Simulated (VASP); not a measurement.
Wanted: the native input for a VASP 6.6.1 run.

```yaml
Task: single point
Functional: PBEsol
Potentials_or_basis: VASP PAW PBE potentials, release 64 (Pb_d)
Cutoff: 520 eV
k_mesh: 7 × 7 × 7
Occupations: fermi-dirac, width 0.05 eV
Spin: no spin polarisation
Dipole_correction: no
Further_INCAR_settings: ALGO = Normal; EDIFF = 1e-06; NBANDS = 21
```

The structure of Pb lies in POSCAR:

```
Pb
1.0
    0.0000000000      3.4390000555      3.4390000555
    3.4390000555      0.0000000000      3.4390000555
    3.4390000555      3.4390000555      0.0000000000
Pb
2
Direct
    0.2500000000      0.2500000000      0.2500000000
    0.0000000000      0.0000000000      0.0000000000
```

One way to write it, as run:

INCAR

```
  PREC = Accurate
  ENCUT = 520
  EDIFF = 1E-6
  ISMEAR = -1
  SIGMA = 0.05
  LREAL = F
  LASPH = T
  NELM = 100
  ALGO = Normal
  ISIF = 2
  LWAVE = F
  LCHARG = F
  GGA = PS
  NBANDS = 21
```

KPOINTS

```
Automatic mesh
0
Gamma
  7 7 7
```

Potentials or basis: VASP PAW PBE potentials, release 64 (Pb_d).

Launch:

```sh
$ cat potpaw_PBE.64/Pb_d/POTCAR > POTCAR
$ mpirun -np 1 vasp_std > vasp.out
```

Results of the run:

```yaml
Pressure: 0.4 GPa
Band_gap_on_the_k_mesh: zero (band 14 reaches 4.57 eV, above the bottom of band 15 at 3.46 eV)
```

Caveat: the PAW data sets were made with another functional, which shifts forces and pressure a little; spin-orbit coupling is left out, which moves the levels of the heavy elements.

Run time: 20 s on 1 thread of Intel(R) Xeon(R) Platinum 8488C (Sapphire Rapids), with other jobs on the host, peak memory 0.2 GiB.
